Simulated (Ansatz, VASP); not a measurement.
Cr: VASP beside Ansatz

```
Cr
1.0
    -1.41496    1.41496    1.41496
     1.41496   -1.41496    1.41496
     1.41496    1.41496   -1.41496
Cr
1
Direct
  0.00000 0.00000 0.00000
```

Alike in both runs: task single point; functional r2SCAN; k mesh 15 × 15 × 15; occupations methfessel-paxton of order 1, width 0.3 eV; no spin polarisation.

```csv
,VASP,Ansatz
version,VASP 6.6.1,Ansatz 0.2.0
potentials or method,"VASP PAW PBE potentials, release 64 (Cr_pv), cutoff 550 eV","plane waves (500 eV) with PAW, scalar-relativistic"
valence electrons in the cell,12,14
```

```tsv
	VASP	Ansatz	Ansatz less VASP
pressure (GPa)	0.5	-0.1	-0.64
```

VASP's potentials were made for PBE, not for r2SCAN. VASP's potentials hold 12 valence electrons a cell and Ansatz's 14, so a difference there can come from the potentials and not from the codes.
